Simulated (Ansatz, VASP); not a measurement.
Given: the input of a run of VASP 6.6.1 on AlN.

INCAR

```
SYSTEM = AlN
ALGO     = Normal         ! electronic algorithm
EDIFF    = 1E-6           ! SCF threshold, eV
EDIFFG   = -0.01          ! ionic threshold
ENCUT    = 600            ! plane-wave cutoff, eV
GGA      = PS             ! functional
IBRION   = 2              ! ionic algorithm
ISIF     = 3              ! what is computed and relaxed
ISMEAR   = -1             ! smearing method
LASPH    = .TRUE.         ! aspherical terms in the spheres
LCHARG   = .FALSE.        ! write CHGCAR
LREAL    = .FALSE.        ! projectors in reciprocal space
LWAVE    = .FALSE.        ! write WAVECAR
NELM     = 100            ! most SCF steps
NSW      = 60             ! ionic steps
PREC     = Accurate       ! precision mode
SIGMA    = 0.05           ! smearing width, eV
```

Contents of KPOINTS:

```
k-points
0
G
  11 11 11
  0 0 0
```

POSCAR

```
AlN
1.0
    0.0000000000      2.0345180000      2.0345180000
    2.0345180000      0.0000000000      2.0345180000
    2.0345180000      2.0345180000      0.0000000000
Al N
1 1
Direct
    0.5000000000      0.5000000000      0.5000000000
    0.0000000000      0.0000000000      0.0000000000
```

Potentials or basis: VASP PAW PBE potentials, release 64 (Al, N).

Run with:

```sh
$ cat potpaw_PBE.64/Al/POTCAR potpaw_PBE.64/N/POTCAR > POTCAR
$ mpirun -np 1 vasp_std > vasp.out
```

Q: Set up the same calculation for Ansatz 0.2.0. Potentials there: Ansatz PAW.

A: As run (the cutoff follows the program's own potentials):

The input input.yaml:

```yaml
crystal:
  lattice:
    - [0.0, 2.034518, 2.034518]
    - [2.034518, 0.0, 2.034518]
    - [2.034518, 2.034518, 0.0]
  atoms:
    - { symbol: Al, position: [0.5, 0.5, 0.5] }
    - { symbol: "N", position: [0.0, 0.0, 0.0] }
hamiltonian:
  xc: pbesol
  pseudopotentials: { kind: paw }
kpoints:
  mp_grid: { grid: [11, 11, 11] }
scf:
  occupations: { method: fermi_dirac, width: 0.05 }
output:
  forces: true
  stress: true
  eigenvalues: true
relax:
  f_tol: 0.01
  max_steps: 40
  cell: { stress_tol: 0.05 }
```

Potentials or basis: Ansatz PAW.

Run with:

```sh
$ ansatz run input.yaml --threads 2 --pin off --max-ram 5632MiB --backend cpu --events-out ev --progress --plain --runs-dir out
```

Both were run:

|  | VASP | Ansatz | Ansatz less VASP |
| --- | --- | --- | --- |
| gap on the k mesh at the Fermi level, each at its own relaxed structure (eV) | 4.68 | 4.68 | -0.004 |
| relaxed volume (Å³/atom) | 8.27 | 8.27 | +0.008 |
| relaxed cell length with the largest relative difference (Å) | 2.859 | 2.860 | +0.0009 |

VASP's potentials were made for PBE, not for PBEsol.

Noted on Ansatz's run: odd divisions of the mesh miss points on the zone boundary, where band edges often lie, so the gap on the mesh can be too wide; the plane-wave basis is chosen anew once the cell has moved, so the energies of steps on either side of that aren't comparable.
